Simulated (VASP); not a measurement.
A run of VASP 6.6.1 is set up as follows.

POSCAR

```
AlFe
1.0
    2.8700000000      0.0000000000      0.0000000000
    0.0000000000      2.8700000000      0.0000000000
    0.0000000000      0.0000000000      2.8700000000
Fe Al
1 1
Direct
    0.0120700405      0.0120700405      0.0120700405
    0.5000000000      0.5000000000      0.5000000000
```

The input INCAR.step1:

```
  PREC = Accurate
  ENCUT = 520
  EDIFF = 1E-5
  ISMEAR = -1
  SIGMA = 0.1
  LREAL = False
  LASPH = True
  NELM = 80
  ALGO = Normal
  ISIF = 2
  LWAVE = True
  LCHARG = False
  NBANDS = 12
  GGA = PE
```

The input INCAR.step2:

```
  PREC = Accurate
  ENCUT = 520
  EDIFF = 1E-6
  ISMEAR = -1
  SIGMA = 0.1
  LREAL = False
  LASPH = True
  NELM = 80
  ALGO = Normal
  ISIF = 2
  LWAVE = False
  LCHARG = False
  GGA = PE
  LHFCALC = True
  HFSCREEN = 0.2079
  PRECFOCK = Normal
  NBANDS = 12
  ISTART = 1
```

File KPOINTS:

```
Automatic mesh
0
Gamma
  4 4 4
```

Potentials or basis: VASP PAW PBE potentials, release 64 (Fe, Al).

Launch:

```bash
$ cat potpaw_PBE.64/Fe/POTCAR potpaw_PBE.64/Al/POTCAR > POTCAR
$ cp INCAR.step1 INCAR
$ mpirun -np 1 vasp_std > vasp.out
$ cp INCAR.step2 INCAR
$ mpirun -np 1 vasp_std > vasp.out
```

Question: What does it give for the largest force?

Answer: 0.436 eV/Å.

Question: Predict the band gap on the k mesh.

Answer: Zero (an odd number of electrons rules out a gap without spin polarisation).

Question: What does it give for the pressure?

Answer: -9.9 GPa.

Forces in eV/Å, atoms in the order of the input:
```
Fe  -0.252 -0.252 -0.252
Al   0.252  0.252  0.252
```

Caveat: the k points lie up to 0.55 Å⁻¹ apart, too coarse for converged energies and pressures of a metal; the PAW data sets were made with another functional, which shifts forces and pressure a little; the run has no spin polarisation, though such a crystal can be magnetic. Spin polarisation is off, so any magnetic state and its effect on volume and gap are missing.
